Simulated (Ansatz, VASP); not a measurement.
# NaH in VASP and in Ansatz

```
Na H
1.0
     0.00000    2.44000    2.44000
     2.44000    0.00000    2.44000
     2.44000    2.44000    0.00000
Na H
1 1
Direct
  0.00000 0.00000 0.00000
  0.50000 0.50000 0.50000
```

Alike in both runs: task electric field gradients; functional PBEsol; k mesh 9 × 9 × 9; occupations fermi-dirac, width 0.03 eV; no spin polarisation.

|  | VASP | Ansatz |
| --- | --- | --- |
| version | VASP 6.6.1 | Ansatz 0.2.0 |
| potentials or method | VASP PAW PBE potentials, release 64 (Na_pv, H), cutoff 520 eV | all-electron PAW with datasets made for the crystal, scalar-relativistic |

```csv
,VASP,Ansatz,Ansatz less VASP
gap on the k mesh at the Fermi level (eV),3.82,3.82,+0.002
pressure (GPa),-1.2,-1.2,+0.01
```

VASP's potentials were made for PBE, not for PBEsol. Ansatz ran all-electron here, and VASP with PAW potentials.
